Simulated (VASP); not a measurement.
# Ni (R-3m) in VASP: notebook, part 2 of 2

VASP 6.6.1.

**3. Single point, LDA, collinear spin, ferromagnetic start**

INCAR

```
SYSTEM = Ni
PREC     = Accurate       ! precision mode
ENCUT    = 520            ! plane-wave cutoff, eV
EDIFF    = 1E-6           ! SCF threshold, eV
ISMEAR   = 1              ! smearing method
SIGMA    = 0.1            ! smearing width, eV
LREAL    = .FALSE.        ! projectors in reciprocal space
LASPH    = .TRUE.         ! aspherical terms in the spheres
NELM     = 150            ! most SCF steps
ALGO     = Normal         ! electronic algorithm
ISIF     = 2              ! what is computed and relaxed
LWAVE    = .FALSE.        ! write WAVECAR
LCHARG   = .TRUE.         ! write CHGCAR
ISPIN    = 2              ! spin polarisation
MAGMOM   = 1.5            ! initial moments
LORBIT   = 11             ! projections on sites
LMAXMIX  = 4              ! l up to which the mixer works
GGA      = CA             ! functional
LELF     = .TRUE.         ! ELF
LVHAR    = .TRUE.       
NBANDS   = 15             ! bands
```

KPOINTS

```
regular mesh
0
G
  17 17 17
  0 0 0
```

POSCAR

```
Ni
1.0
   -0.0117462667      1.7560668667      1.7560668667
    1.7560668667     -0.0117462667      1.7560668667
    1.7560668667      1.7560668667     -0.0117462667
Ni
1
Direct
    0.0000000000      0.0000000000      0.0000000000
```

Potentials or basis: VASP PAW LDA potentials, release 64 (Ni).

Command:

```console
$ cat potpaw_LDA.64/Ni/POTCAR > POTCAR
$ mpirun -np 1 vasp_std > vasp.out
```

OUTCAR:

```text
SYSTEM = Ni
   PREC = Accurate
   ENCUT = 520
   EDIFF = 1E-6
   ISMEAR = 1
   LREAL = .FALSE.
   LASPH = .TRUE.
   NELM = 150
   ISIF = 2
   ISPIN = 2
   LORBIT = 11
   GGA = CA

 ion  position               nearest neighbor table
   1  0.000  0.000  0.000-

  LATTYP: Found a trigonal (rhomboedric) cell.
 ALAT       =     2.4834813580
 COS(alpha) =     0.4933000011

  Lattice vectors:

 A1 = (  -0.0117462667,   1.7560668667,   1.7560668667)
 A2 = (   1.7560668667,  -0.0117462667,   1.7560668667)
 A3 = (   1.7560668667,   1.7560668667,  -0.0117462667)

Analysis of symmetry for initial positions (statically):
=====================================================================
 Subroutine PRICEL returns:
 Original cell was already a primitive cell.

 Routine SETGRP: Setting up the symmetry group for a
 trigonal (rhombohedral) supercell.

 Subroutine GETGRP returns: Found 12 space group operations
 (whereof 12 operations were pure point group operations)
 out of a pool of 12 trial point group operations.

The static configuration has the point symmetry D_3d.

Analysis of symmetry for dynamics (positions and initial velocities):
=====================================================================
 Subroutine PRICEL returns:
 Original cell was already a primitive cell.

 Routine SETGRP: Setting up the symmetry group for a
 trigonal (rhombohedral) supercell.

 Subroutine GETGRP returns: Found 12 space group operations
 (whereof 12 operations were pure point group operations)
 out of a pool of 12 trial point group operations.

The dynamic configuration has the point symmetry D_3d.

Analysis of structural, dynamic, and magnetic symmetry:
=====================================================================
 Subroutine PRICEL returns:
 Original cell was already a primitive cell.

 Routine SETGRP: Setting up the symmetry group for a
 trigonal (rhombohedral) supercell.

 Subroutine GETGRP returns: Found 12 space group operations
 (whereof 12 operations were pure point group operations)
 out of a pool of 12 trial point group operations.

The overall configuration has the point symmetry D_3d.

 Subroutine INISYM returns: Found 12 space group operations
 (whereof 12 operations are pure point group operations),
 and found     1 'primitive' translations

----------------------------------------------------------------------------------------

                                     Primitive cell

  volume of cell :      10.9393

  direct lattice vectors                    reciprocal lattice vectors
    -0.011746267  1.756066867  1.756066867    -0.281886212  0.283784436  0.283784436
     1.756066867 -0.011746267  1.756066867     0.283784436 -0.281886212  0.283784436
     1.756066867  1.756066867 -0.011746267     0.283784436  0.283784436 -0.281886212

  length of vectors
     2.483481358  2.483481358  2.483481358     0.490435570  0.490435570  0.490435570

  position of ions in fractional coordinates (direct lattice)
     0.000000000  0.000000000  0.000000000

  ion indices of the primitive-cell ions
   primitive index   ion index
                 1           1

----------------------------------------------------------------------------------------

 KPOINTS: regular mesh

Automatic generation of k-mesh.
 Grid dimensions read from file:
 generate k-points for:   17   17   17

 Generating k-lattice:
[... 71 lines left out ...]
   TEBEG  =    0.0;   TEEND  =   0.0 temperature during run
   PSTRESS=    0.0 pullay stress
   NELECT =      10.0000    total number of electrons
   NUPDOWN=      -1.0000    fix difference up-down
   EMIN   =  10.00;   EMAX   =-10.00  energy-range for DOS
   EFERMI =   0.00;   METHOD = LEGACY
   ISMEAR =     1;   SIGMA  =   0.10  broadening in eV -4-tet -1-fermi 0-gaus
   EFERMI_NEDOS =   21; number of points for ismear=-14 and -15
   IALGO  =     38    algorithm
   IMIX   =      4    mixing-type and parameters
     AMIX     =   0.40;   BMIX     =  1.00
     AMIX_MAG =   1.60;   BMIX_MAG =  1.00
  volume/ion in A,a.u.               =      10.94        73.82
  Fermi-wavevector in a.u.,A,eV,Ry     =   1.588834  3.002461 34.346463  2.524394
  Thomas-Fermi vector in A             =   2.687777
   LORBIT       =     11    0 simple, 1 ext, 2 COOP (PROOUT), +10 PAW based schemes
   GGA     = CA    functional components
   LHFCALC =     F    Hartree Fock is set to
   AEXX    =    0.0000 exact exchange contribution
   IVDW    =     0    specifies the selected vdW correction
   LEPSILON=     F    determine dielectric tensor
   LRPA    =     F    only Hartree local field effects (RPA)
 spin polarized calculation
 Methfessel and Paxton  Order N= 1 SIGMA  =   0.10
  energy-cutoff  :      520.00
  volume of cell :       10.94
 maximum number of plane-waves:       305
   NGX =  9   NGY =  9   NGZ =  9

 number of electron      10.0000012 magnetization       0.6427582

 Free energy of the ion-electron system (eV)
  ---------------------------------------------------
  ext. energy  EPLUGINS =         0.00000000
  ---------------------------------------------------
  free energy    TOTEN  =        -6.52085410 eV

  energy without entropy =       -6.52064264  energy(sigma->0) =       -6.52078361

 E-fermi :   8.9552     XC(G=0): -13.5807

 val. band max:        8.9541853363   @ k =  -0.3529   0.3529   0.2353
 cond. band min:       8.9572188005   @ k =  -0.4118   0.1176  -0.0000
 fundamental gap:      0.0030334642
 Fermi energy:         8.9551840838

 spin component 1

 k-point     1 :       0.0000    0.0000    0.0000
  band No.  band energies     occupation
      1       0.0011      1.00000
      2       6.5632      1.00000
      3       6.5632      1.00000
      4       6.6281      1.00000
      5       7.7298      1.00000
      6       7.7298      1.00000
      7      32.6767      0.00000
      8      36.2254      0.00000
      9      36.2254      0.00000
     10      36.7394      0.00000
     11      39.1902      0.00000
     12      39.1902      0.00000
     13      39.6074      0.00000
     14      42.5598      0.00000
[... 403 lines left out ...]
      4       6.7902      1.00000
      5       7.5937      1.00000
      6       7.7768      1.00000
      7      29.0574      0.00000
      8      31.6627      0.00000
      9      35.2041      0.00000
     10      37.1834      0.00000
     11      39.2309      0.00000
     12      40.2335      0.00000
     13      42.9844      0.00000
     14      43.6525      0.00000
     15      46.1449      0.00000

 [... further k-points ...]

 spin component 2

 k-point     1 :       0.0000    0.0000    0.0000
  band No.  band energies     occupation
      1       0.0451      1.00000
      2       7.2168      1.00000
      3       7.2168      1.00000
      4       7.2844      1.00000
      5       8.3356      1.00000
      6       8.3356      1.00000
      7      32.6565      0.00000
      8      36.2809      0.00000
      9      36.2809      0.00000
     10      36.7924      0.00000
     11      39.3638      0.00000
     12      39.3638      0.00000
     13      39.7769      0.00000
     14      42.5344      0.00000
[... 403 lines left out ...]
      4       7.4501      1.00000
      5       8.1924      1.00000
      6       8.3879      1.00000
      7      29.1856      0.00000
      8      31.7515      0.00000
      9      35.2441      0.00000
     10      37.2678      0.00000
     11      39.2830      0.00000
     12      40.3560      0.00000
     13      43.1703      0.00000
     14      43.7016      0.00000
     15      46.3586      0.00000

 [... further k-points ...]

------------------------ aborting loop because EDIFF is reached ----------------------------------------

  FORCE on cell =-STRESS in cart. coord.  units (eV):
  Direction    XX          YY          ZZ          XY          YZ          ZX
  --------------------------------------------------------------------------------------
  -------------------------------------------------------------------------------------
  Total       -1.2030195     -1.2030195     -1.2030195      0.0512671      0.0512671      0.0512671
  in kB     -176.1953340   -176.1953340   -176.1953340      7.5086222      7.5086222      7.5086222
  external PRESSURE =    -176.1953340 kB  Pullay stress =       0.0000000 kB

 VOLUME and BASIS-vectors are now :
 -----------------------------------------------------------------------------
  energy-cutoff  :      520.00
  volume of cell :       10.94
      direct lattice vectors                 reciprocal lattice vectors
    -0.011746267  1.756066867  1.756066867    -0.281886212  0.283784436  0.283784436
     1.756066867 -0.011746267  1.756066867     0.283784436 -0.281886212  0.283784436
     1.756066867  1.756066867 -0.011746267     0.283784436  0.283784436 -0.281886212

 POSITION                                       TOTAL-FORCE (eV/Angst)
 -----------------------------------------------------------------------------------
      0.00000      0.00000      0.00000        -0.000000     -0.000000     -0.000000
 -----------------------------------------------------------------------------------
    total drift:                                0.000000     -0.000000     -0.000000

  FREE ENERGIE OF THE ION-ELECTRON SYSTEM (eV)
  ---------------------------------------------------
  free  energy   TOTEN  =        -6.5208540977 eV

  energy  without entropy=       -6.5206426379  energy(sigma->0) =       -6.52078361

 total charge

# of ion       s       p       d       tot
------------------------------------------
    1        0.498   0.492   8.320   9.310

 magnetization (x)

# of ion       s       p       d       tot
------------------------------------------
    1       -0.004  -0.019   0.672   0.649
```

Wall time 64 s (1 thread of Intel Xeon 6975P-C (Granite Rapids), shared host); peak memory 0.21 GiB.

What came out:

```yaml
Free_energy: -6.5209 eV
Pressure: -17.6 GPa
Net_moment: 0.64 μB per cell
Site_moments: Ni +0.65 μB
Valence_electrons_inside_the_program's_atomic_spheres: Ni 9.31
```

Caveat: the cell stands under tension.

**4. Single point, LDA, collinear spin, ferromagnetic start**

INCAR

```
  PREC = Accurate
  ENCUT = 520
  EDIFF = 1E-7
  ISMEAR = 1
  SIGMA = 0.1
  LREAL = False
  LASPH = True
  NELM = 150
  ALGO = Normal
  ISIF = 2
  LWAVE = False
  LCHARG = False
  ISPIN = 2
  MAGMOM = 1.5
  LORBIT = 11
  LMAXMIX = 4
  NBANDS = 15
```

KPOINTS

```
Automatic mesh
0
Gamma
  17 17 17
```

POSCAR

```
Ni
1.0
   -0.0058731333      1.7590034333      1.7590034333
    1.7590034333     -0.0058731333      1.7590034333
    1.7590034333      1.7590034333     -0.0058731333
Ni
1
Direct
    0.0000000000      0.0000000000      0.0000000000
```

Command:

```console
$ cat potpaw_LDA.64/Ni/POTCAR > POTCAR
$ mpirun -np 1 vasp_std > vasp.out
```

It took 79 s on 1 thread of Intel Xeon 6975P-C (Granite Rapids), shared host; peak memory 0.22 GiB.

The run converged. Its results:

- Free energy: -6.5212 eV
- Pressure: -17.6 GPa
- Net moment: 0.64 μB per cell
- Site moments: Ni +0.65 μB
- Valence electrons inside the program's atomic spheres: Ni 9.31

Stress tensor (GPa, compression positive):
```
-17.63   0.38   0.38
  0.38 -17.63   0.38
  0.38   0.38 -17.63
```

Levels at points of the mesh, in eV from the Fermi level:
Spin up:
```tsv
k point	band 2	band 3	band 4	band 5	band 6	band 7	band 8	band 9
(0.00, 0.00, 0.00)	-2.38	-2.38	-2.35	-1.23	-1.23	23.73	27.35	27.35
```
Spin down:
```csv
k point,band 1,band 2,band 3,band 4,band 5,band 6,band 7,band 8,band 9,band 10
"(0.00, 0.00, 0.00)",-8.91,-1.73,-1.73,-1.69,-0.62,-0.62,23.71,27.41,27.41,27.66
```

Caveat: the cell stands under tension.

**5. Single point, LDA, collinear spin, ferromagnetic start**

INCAR

```
PREC = Accurate ; ENCUT = 520
EDIFF = 1E-7 ; ISMEAR = 1
SIGMA = 0.1 ; LREAL = False
LASPH = True ; NELM = 150
ALGO = Normal ; ISIF = 2
LWAVE = False ; LCHARG = False
ISPIN = 2 ; MAGMOM = 1.5
LORBIT = 11 ; LMAXMIX = 4
NBANDS = 15
```

KPOINTS

```
regular mesh
0
Gamma
  17 17 17
```

POSCAR

```
Ni
1.0
    0.0058731333      1.7648765667      1.7648765667
    1.7648765667      0.0058731333      1.7648765667
    1.7648765667      1.7648765667      0.0058731333
Ni
1
Direct
    0.0000000000      0.0000000000      0.0000000000
```

Command:

```console
$ cat potpaw_LDA.64/Ni/POTCAR > POTCAR
$ mpirun -np 1 vasp_std > vasp.out
```

Run time: 78 s. Hardware: 1 thread of Intel Xeon 6975P-C (Granite Rapids), shared host; peak memory 0.22 GiB.

It converged, with:

```
Free energy                                           : -6.5212 eV
Pressure                                              : -17.6 GPa
Net moment                                            : 0.64 μB per cell
Site moments                                          : Ni +0.65 μB
Valence electrons inside the program's atomic spheres : Ni 9.31
```

Stress tensor (GPa, compression positive):
```
-17.63  -0.38  -0.38
 -0.38 -17.63  -0.38
 -0.38  -0.38 -17.63
```

Levels at points of the mesh, in eV from the Fermi level:
Spin up:
| k point | band 3 | band 4 | band 5 | band 6 | band 7 | band 8 |
| --- | --- | --- | --- | --- | --- | --- |
| (0.00, 0.00, 0.00) | -2.36 | -2.36 | -1.23 | -1.23 | 23.73 | 27.27 |
Spin down:
| k point | band 3 | band 4 | band 5 | band 6 | band 7 | band 8 |
| --- | --- | --- | --- | --- | --- | --- |
| (0.00, 0.00, 0.00) | -1.70 | -1.70 | -0.62 | -0.62 | 23.71 | 27.33 |

Caveat: the cell stands under tension.

**6. Single point, LDA, collinear spin, ferromagnetic start**

INCAR

```
  PREC = Accurate
  ENCUT = 520
  EDIFF = 1E-6
  ISMEAR = 1
  SIGMA = 0.1
  LREAL = False
  LASPH = True
  NELM = 150
  ALGO = Normal
  ISIF = 2
  LWAVE = False
  LCHARG = False
  ISPIN = 2
  MAGMOM = 1.5
  LORBIT = 11
  LMAXMIX = 4
  GGA = CA
  NBANDS = 15
```

KPOINTS is that of step 5.

POSCAR

```
Ni
1.0
    0.0117462667      1.7678131333      1.7678131333
    1.7678131333      0.0117462667      1.7678131333
    1.7678131333      1.7678131333      0.0117462667
Ni
1
Direct
    0.0000000000      0.0000000000      0.0000000000
```

Potentials or basis: VASP PAW LDA potentials, release 64 (Ni).

Command:

```console
$ cat potpaw_LDA.64/Ni/POTCAR > POTCAR
$ mpirun -np 1 vasp_std > vasp.out
```

It took 75 s on 1 thread of Intel Xeon 6975P-C (Granite Rapids), shared host; peak memory 0.22 GiB.

It converged, with:

| Item | Value |
| --- | --- |
| Free energy | -6.5209 eV |
| Pressure | -17.6 GPa |
| Net moment | 0.64 μB per cell |
| Site moments | Ni +0.65 μB |
| Valence electrons inside the program's atomic spheres | Ni 9.31 |

Stress tensor (GPa, compression positive):
```
-17.62  -0.75  -0.75
 -0.75 -17.62  -0.75
 -0.75  -0.75 -17.62
```

Levels at points of the mesh, in eV from the Fermi level:
Spin up:
```tsv
k point	band 3	band 4	band 5	band 6	band 7	band 8
(0.00, 0.00, 0.00)	-2.35	-2.35	-1.23	-1.23	23.72	27.12
```
Spin down:
```tsv
k point	band 2	band 3	band 4	band 5	band 6	band 7	band 8	band 9
(0.00, 0.00, 0.00)	-1.76	-1.69	-1.69	-0.62	-0.62	23.70	27.17	27.66
```

Caveat: the cell stands under tension.

**7. The runs side by side**

```csv
cell,gap on the mesh (eV),pressure (GPa),moment (μB)
"a = 2.479 Å, angles 60.7°, 1 atom",none,-17.6,0.64
"a = 2.483 Å, angles 60.4°, 1 atom",none,-17.6,0.64
"a = 2.488 Å, angles 60.2°, 1 atom",none,-17.6,0.64
"a = 2.496 Å, angles 59.8°, 1 atom",none,-17.6,0.64
"a = 2.500 Å, angles 59.6°, 1 atom",none,-17.6,0.64
```

Alike in all rows: task single point; level LDA; potentials or basis VASP PAW LDA potentials, release 64 (Ni); spin collinear, ferromagnetic start; k mesh 17 × 17 × 17; cutoff (eV) 520; smearing methfessel-paxton 0.1 eV.

Caveats: the cell stands under tension.

Absolute energies hang on the potentials; compare differences alone.
